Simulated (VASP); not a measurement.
# TaN (Fm-3m) in VASP: notebook

Runs on TaN. Level: PBEsol. Tasks: single point.

All numbers are computed with VASP 6.6.1; they aren't measurements. Logs are shortened: lines on timing, memory, paths and dates and some standing lists are left out, and cuts for length are marked.

### Step 1. The cell of the first run

The structure is cubic, space group Fm-3m (No. 225). The conventional cell has a = 4.375 Å, b = 4.375 Å, c = 4.375 Å, α = 90.00°, β = 90.00°, γ = 90.00°. Ta (site symmetry m-3m) has 6 N at 2.19 Å within 2.9 Å. Within 2.9 Å of N (site symmetry m-3m) lie 6 Ta at 2.19 Å.

### Step 2. Single point, PBEsol

Contents of INCAR:

```
SYSTEM = TaN
PREC     = Accurate       ! precision mode
ENCUT    = 520            ! plane-wave cutoff, eV
EDIFF    = 1E-6           ! SCF threshold, eV
ISMEAR   = 0              ! smearing method
SIGMA    = 0.15           ! smearing width, eV
LREAL    = .False.        ! projectors in reciprocal space
LASPH    = .True.         ! aspherical terms in the spheres
NELM     = 100            ! most SCF steps
ALGO     = Normal         ! electronic algorithm
ISIF     = 2              ! what is computed and relaxed
LWAVE    = .False.        ! write WAVECAR
LCHARG   = .True.         ! write CHGCAR
GGA      = PS             ! functional
LELF     = .True.         ! ELF
LVHAR    = .True.       
NBANDS   = 24             ! bands
```

Contents of KPOINTS:

```
Automatic mesh
0
Gamma
  14 14 10
  0 0 0
```

Contents of POSCAR:

```
TaN
1.0
    0.0000000000     -2.1874436362     -2.1874436362
    0.0000000000      2.1874436362     -2.1874436362
    4.3748872723      0.0000000000      0.0000000000
Ta N
2 2
Direct
    0.5000000000      0.5000000000      0.0000000000
    0.0000000000      0.0000000000      0.5000000000
    0.5000000000      0.5000000000      0.5000000000
    0.0000000000      0.0000000000      0.0000000000
```

Potentials or basis: VASP PAW PBE potentials, release 64 (Ta_pv, N).

On the command line:

```console
> cat potpaw_PBE.64/Ta_pv/POTCAR potpaw_PBE.64/N/POTCAR > POTCAR
> mpirun -np 1 vasp_std > vasp.out
```

OUTCAR:

```text
SYSTEM = TaN
   PREC = Accurate
   ENCUT = 520
   EDIFF = 1E-6
   ISMEAR = 0
   LREAL = .False.
   LASPH = .True.
   NELM = 100
   ISIF = 2
   GGA = PS

 ion  position               nearest neighbor table
   1  0.500  0.500  0.000-   3 2.19   3 2.19   4 2.19   4 2.19   4 2.19   4 2.19   2 3.09   2 3.09
                             2 3.09   2 3.09   2 3.09   2 3.09   2 3.09   2 3.09
   2  0.000  0.000  0.500-   4 2.19   4 2.19   3 2.19   3 2.19   3 2.19   3 2.19   1 3.09   1 3.09
                             1 3.09   1 3.09   1 3.09   1 3.09   1 3.09   1 3.09
   3  0.500  0.500  0.500-   1 2.19   1 2.19   2 2.19   2 2.19   2 2.19   2 2.19
   4  0.000  0.000  0.000-   2 2.19   2 2.19   1 2.19   1 2.19   1 2.19   1 2.19

  LATTYP: Found a simple tetragonal cell.
 ALAT       =     3.0935124572
 C/A-ratio  =     1.4142135623

  Lattice vectors:

 A1 = (   0.0000000000,  -2.1874436362,  -2.1874436362)
 A2 = (   0.0000000000,   2.1874436362,  -2.1874436362)
 A3 = (   4.3748872723,   0.0000000000,   0.0000000000)

Analysis of symmetry for initial positions (statically):
=====================================================================
 Subroutine PRICEL returns following result:

  LATTYP: Found a face centered cubic cell.
 ALAT       =     4.3748872724

  Lattice vectors:

 A1 = (  -2.1874436361,   0.0000000000,   2.1874436362)
 A2 = (  -2.1874436361,  -2.1874436362,   0.0000000000)
 A3 = (   0.0000000000,  -2.1874436362,   2.1874436362)

   2 primitive cells build up your supercell.

 Routine SETGRP: Setting up the symmetry group for a
 simple tetragonal supercell.

 Subroutine GETGRP returns: Found 16 space group operations
 (whereof 16 operations were pure point group operations)
 out of a pool of 16 trial point group operations.

The static configuration has the point symmetry D_4h.

Analysis of symmetry for dynamics (positions and initial velocities):
=====================================================================
 Subroutine PRICEL returns following result:

  LATTYP: Found a face centered cubic cell.
 ALAT       =     4.3748872724

  Lattice vectors:

 A1 = (  -2.1874436361,   0.0000000000,   2.1874436362)
 A2 = (  -2.1874436361,  -2.1874436362,   0.0000000000)
 A3 = (   0.0000000000,  -2.1874436362,   2.1874436362)

   2 primitive cells build up your supercell.

 Routine SETGRP: Setting up the symmetry group for a
 simple tetragonal supercell.

 Subroutine GETGRP returns: Found 16 space group operations
 (whereof 16 operations were pure point group operations)
 out of a pool of 16 trial point group operations.
[... 96 lines left out ...]
   LNONCOLLINEAR =      F non collinear calculations
   LSORBIT =      F    spin-orbit coupling
   LASPH  =      T    aspherical Exc in radial PAW
   ENCUT  =  520.0 eV  38.22 Ry    6.18 a.u.   5.75  5.75  8.13*2*pi/ulx,y,z
   NELM   =    100;   NELMIN=  2; NELMDL= -5     # of ELM steps
   EDIFF  = 0.1E-05   stopping-criterion for ELM
   LREAL  =      F    real-space projection
   EDIFFG = 0.1E-04   stopping-criterion for IOM
   NSW    =      0    number of steps for IOM
   IBRION =     -1    ionic relax: 0-MD 1-quasi-New 2-CG
   NFREE  =      0    steps in history (QN), initial steepest desc. (CG)
   ISIF   =      2    stress and relaxation
   ISYM   =      2    0-nonsym 1-usesym 2-fastsym
   POTIM  = 0.5000    time-step for ionic-motion
   TEBEG  =    0.0;   TEEND  =   0.0 temperature during run
   PSTRESS=    0.0 pullay stress
   NELECT =      32.0000    total number of electrons
   NUPDOWN=      -1.0000    fix difference up-down
   EMIN   =  10.00;   EMAX   =-10.00  energy-range for DOS
   EFERMI =   0.00;   METHOD = LEGACY
   ISMEAR =     0;   SIGMA  =   0.15  broadening in eV -4-tet -1-fermi 0-gaus
   EFERMI_NEDOS =   21; number of points for ismear=-14 and -15
   IALGO  =     38    algorithm
   IMIX   =      4    mixing-type and parameters
     AMIX     =   0.40;   BMIX     =  1.00
     AMIX_MAG =   1.60;   BMIX_MAG =  1.00
  volume/ion in A,a.u.               =      10.47        70.63
  Fermi-wavevector in a.u.,A,eV,Ry     =   1.496814  2.828569 30.483219  2.240453
  Thomas-Fermi vector in A             =   2.608783
   LORBIT       =      0    0 simple, 1 ext, 2 COOP (PROOUT), +10 PAW based schemes
   GGA     = PS    functional components
   LHFCALC =     F    Hartree Fock is set to
   AEXX    =    0.0000 exact exchange contribution
   IVDW    =     0    specifies the selected vdW correction
   LEPSILON=     F    determine dielectric tensor
   LRPA    =     F    only Hartree local field effects (RPA)
 non-spin polarized calculation
 Gauss-broadening in eV      SIGMA  =   0.15
  energy-cutoff  :      520.00
  volume of cell :       41.87
 maximum number of plane-waves:      1176
 NGX is ok and might be reduce to    24

 number of electron      32.0000005 magnetization

 Free energy of the ion-electron system (eV)
  ---------------------------------------------------
  ext. energy  EPLUGINS =         0.00000000
  ---------------------------------------------------
  free energy    TOTEN  =       -46.42867886 eV

  energy without entropy =      -46.40888883  energy(sigma->0) =      -46.41878385

 E-fermi :   9.5467     XC(G=0): -13.6756

 val. band max:        9.5450609909   @ k =   0.4286   0.0000   0.1000
 cond. band min:       9.5494984150   @ k =   0.2857   0.0714   0.3000
 fundamental gap:      0.0044374241
 Fermi energy:         9.5466649304

 k-point     1 :       0.0000    0.0000    0.0000
  band No.  band energies     occupation
      1     -26.8956      2.00000
      2     -26.4253      2.00000
      3     -26.4253      2.00000
      4     -26.1220      2.00000
      5     -26.1220      2.00000
      6     -26.1211      2.00000
[... 637 lines left out ...]
     23      13.4850      0.00000
     24      14.9808      0.00000

 [... further k-points ...]
[... 5 lines left out ...]
  --------------------------------------------------------------------------------------
  -------------------------------------------------------------------------------------
  Total        0.2174508      0.3654404      0.3654404      0.0000000      0.0000000     -0.0000000
  in kB        8.3214869     13.9848106     13.9848106      0.0000000      0.0000000     -0.0000000
  external PRESSURE =      12.0970360 kB  Pullay stress =       0.0000000 kB

 VOLUME and BASIS-vectors are now :
 -----------------------------------------------------------------------------
  energy-cutoff  :      520.00
  volume of cell :       41.87
      direct lattice vectors                 reciprocal lattice vectors
     0.000000000 -2.187443636 -2.187443636     0.000000000 -0.228577318 -0.228577318
     0.000000000  2.187443636 -2.187443636     0.000000000  0.228577318 -0.228577318
     4.374887272  0.000000000  0.000000000     0.228577318  0.000000000  0.000000000

 POSITION                                       TOTAL-FORCE (eV/Angst)
 -----------------------------------------------------------------------------------
      0.00000      0.00000     -2.18744         0.000000     -0.000000     -0.000000
      2.18744      0.00000      0.00000        -0.000000      0.000000      0.000000
      2.18744      0.00000     -2.18744        -0.000000      0.000000     -0.000000
      0.00000      0.00000      0.00000        -0.000000      0.000000     -0.000000
 -----------------------------------------------------------------------------------
    total drift:                               -0.000000     -0.000000      0.000000

  FREE ENERGIE OF THE ION-ELECTRON SYSTEM (eV)
  ---------------------------------------------------
  free  energy   TOTEN  =       -46.4286788615 eV

  energy  without entropy=      -46.4088888285  energy(sigma->0) =      -46.41878385
```

stdout:

```text
POSCAR found type information on POSCAR TaN
 POSCAR found :  2 types and       4 ions
 scaLAPACK will be used
 -----------------------------------------------------------------------------
|                                                                             |
|                                                                             |
|     You enforced a specific xc type in the INCAR file but a different       |
|     I HOPE YOU KNOW WHAT YOU ARE DOING!                                     |
|                                                                             |
 -----------------------------------------------------------------------------

 LDA part: xc-table for (Slater+PW92), standard interpolation
 POSCAR, INCAR and KPOINTS ok, starting setup
 FFT: planning ... GRIDC
 FFT: planning ... GRID_SOFT
 FFT: planning ... GRID
 WAVECAR not read
 entering main loop
```

It took 66 s on 1 thread of Intel Xeon Platinum 8481C at 2.70GHz (Sapphire Rapids), shared host; peak memory 0.3 GiB.

What came out:

| Property | Result |
| --- | --- |
| Free energy | -46.4287 eV |
| Pressure | 1.2 GPa |
| Band gap on the k mesh | zero (band 16 reaches 11.51 eV, above the bottom of band 17 at 7.38 eV) |

Caveat: the PAW data sets were made with another functional, which shifts forces and pressure a little; spin-orbit coupling is left out, which moves the levels of the heavy elements.

### Step 3. Single point, PBEsol

This run uses another cell than the first one: it holds 2 atoms, not 4.

Contents of INCAR:

```
SYSTEM = TaN
PREC     = Accurate       ! precision mode
ENCUT    = 600            ! plane-wave cutoff, eV
EDIFF    = 1E-6           ! SCF threshold, eV
ISMEAR   = 0              ! smearing method
SIGMA    = 0.1            ! smearing width, eV
LREAL    = .False.        ! projectors in reciprocal space
LASPH    = .True.         ! aspherical terms in the spheres
NELM     = 120            ! most SCF steps
ALGO     = Normal         ! electronic algorithm
ISIF     = 2              ! what is computed and relaxed
LWAVE    = .False.        ! write WAVECAR
LCHARG   = .False.        ! write CHGCAR
GGA      = PS             ! functional
NBANDS   = 15             ! bands
GGA_COMPAT= .False.
```

Contents of KPOINTS:

```
Automatic mesh
0
Gamma
  16 16 16
  0 0 0
```

Contents of POSCAR:

```
TaN
1.0
    0.0000000000      2.1874436400      2.1874436400
    2.1874436400      0.0000000000      2.1874436400
    2.1874436400      2.1874436400      0.0000000000
Ta N
1 1
Direct
    0.5000000000      0.5000000000      0.5000000000
    0.0000000000      0.0000000000      0.0000000000
```

Potentials or basis: VASP PAW PBE potentials, release 64 (Ta_pv, N).

On the command line:

```console
> cat potpaw_PBE.64/Ta_pv/POTCAR potpaw_PBE.64/N/POTCAR > POTCAR
> mpirun -np 1 vasp_std > vasp.out
```

Run time: 39 s. Hardware: 1 thread of AMD EPYC 9R14 (Zen 4), shared host; peak memory 0.17 GiB.

The run converged. Its results:

* Free energy: -23.2134 eV
* Pressure: 1.1 GPa
* Band gap on the k mesh: zero (band 8 reaches 11.51 eV, above the bottom of band 9 at 7.38 eV)

Levels at points of the mesh, in eV from the Fermi level:
| k point | band 5 | band 6 | band 7 | band 8 | band 9 | band 10 | band 11 | band 12 |
| --- | --- | --- | --- | --- | --- | --- | --- | --- |
| (0.00, 0.00, 0.00) | -3.83 | -3.83 | -3.83 | -2.16 | -2.16 | -2.16 | 0.04 | 0.04 |
| (0.50, 0.00, 0.00) | -10.52 | -7.69 | -7.69 | 1.97 | 1.97 | 2.07 | 3.87 | 7.73 |
| (0.50, 0.50, 0.00) | -6.65 | -5.60 | -4.64 | -4.64 | 2.15 | 3.66 | 3.66 | 4.74 |

Caveat: the PAW data sets were made with another functional, which shifts forces and pressure a little; spin-orbit coupling is left out, which moves the levels of the heavy elements.
